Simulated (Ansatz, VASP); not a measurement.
**Hf3Si2F: VASP beside Ansatz**

```
Hf Si F
1.0
     4.55150    0.00000    0.00000
    -2.27575    3.94171    0.00000
     0.00000    0.00000    5.77914
Hf Si F
3 2 1
Direct
  0.66667 0.33333 0.50000
  0.00000 0.00000 0.00000
  0.00000 0.00000 0.50000
  0.33333 0.66667 0.28108
  0.33333 0.66667 0.71892
  0.66667 0.33333 0.00000
```

Change from the starting cell: species swapped into the Sr2Al3Ge type (P-6m2, No. 187).

Alike in both runs: task relaxation of cell and atoms; functional PBE; k mesh 12 × 12 × 8; occupations gaussian, width 0.1 eV; no spin polarisation.

|  | VASP | Ansatz |
| --- | --- | --- |
| version | VASP 6.6.1 | Ansatz 0.2.0 |
| potentials or method | VASP PAW PBE potentials, release 64 (Hf_pv, Si, F), cutoff 600 eV | scalar-relativistic, plane waves, PAW |
| valence electrons in the cell | 45 | 93 |

VASP gave:

- gap on the k mesh at the Fermi level, each at its own relaxed structure (eV): none
- relaxed volume (Å³/atom): 17.14
- relaxed length of the cell vector where the two differ most in proportion (Å): 4.532

What did Ansatz give for the same quantities?

gap on the k mesh at the Fermi level, each at its own relaxed structure (eV): none; relaxed volume (Å³/atom): 17.23; relaxed length of the cell vector where the two differ most in proportion (Å): 4.541.

A gap of «none» marks a metal or a gap that the smearing closes. VASP's potentials hold 45 valence electrons a cell and Ansatz's 93, so a difference there can come from the potentials and not from the codes.

Spin-orbit coupling is off throughout.
